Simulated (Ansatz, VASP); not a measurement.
Cd3S: VASP beside Ansatz

```
Cd S
1.0
     4.49005    0.00000    0.00000
     0.00000    4.49005    0.00000
     0.00000    0.00000    4.49005
Cd S
3 1
Cartesian
  0.0000 2.2450 2.2450
  2.2450 0.0000 2.2450
  2.2450 2.2450 0.0000
  0.0000 0.0000 0.0000
```

Alike in both runs: task relaxation of cell and atoms; functional PBE; k mesh 10 × 10 × 10; occupations gaussian, width 0.1 eV; no spin polarisation.

|  | VASP | Ansatz |
| --- | --- | --- |
| version | VASP 6.6.1 | Ansatz 0.2.0 |
| potentials or method | VASP PAW PBE potentials, release 64 (Cd, S), cutoff 600 eV | scalar-relativistic, plane waves, PAW |
| valence electrons in the cell | 42 | 66 |

|  | VASP | Ansatz | Ansatz less VASP |
| --- | --- | --- | --- |
| gap on the k mesh at the Fermi level, each at its own relaxed structure (eV) | none | none | - |
| relaxed volume (Å³/atom) | 22.19 | 22.12 | -0.069 |
| relaxed cell length with the largest relative difference (Å) | 4.461 | 4.456 | -0.0046 |

A gap of «none» marks a metal or a gap that the smearing closes. VASP's potentials hold 42 valence electrons a cell and Ansatz's 66, so a difference there can come from the potentials and not from the codes.
